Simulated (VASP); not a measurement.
# NbP: single point with RPBE

NbP:

```
CELL_PARAMETERS angstrom
-1.68056 1.68056 5.74758
1.68056 -1.68056 5.74758
1.68056 1.68056 -5.74758
ATOMIC_POSITIONS crystal
Nb 0.24998 0.74998 0.50000
Nb 0.49998 0.49998 0.00000
P 0.83265 0.33265 0.50000
P 0.08265 0.08265 0.00000
```

```
Program                : VASP 6.6.1
Task                   : single point
Functional             : RPBE
Potentials or basis    : VASP PAW PBE potentials, release 64 (Nb_sv, P)
Cutoff                 : 520 eV
k mesh                 : 11 × 11 × 11
Occupations            : fermi-dirac, width 0.05 eV
Spin                   : no spin polarisation
Dipole correction      : no
Further INCAR settings : ALGO = Normal; EDIFF = 1e-06; NBANDS = 26
```

```
Pressure : -0.5 GPa
```

Levels at points of the mesh, in eV from the Fermi level:
| k point | band 16 | band 17 | band 18 | band 19 | band 20 | band 21 |
| --- | --- | --- | --- | --- | --- | --- |
| (0.00, 0.00, 0.00) | -1.67 | -1.36 | -1.36 | 0.81 | 1.57 | 2.63 |

Wall time 9.6 min on 1 thread of Intel Xeon 8259CL (shared host), peak memory 0.44 GiB.

Caveat: the PAW data sets were made with another functional, which shifts forces and pressure a little.
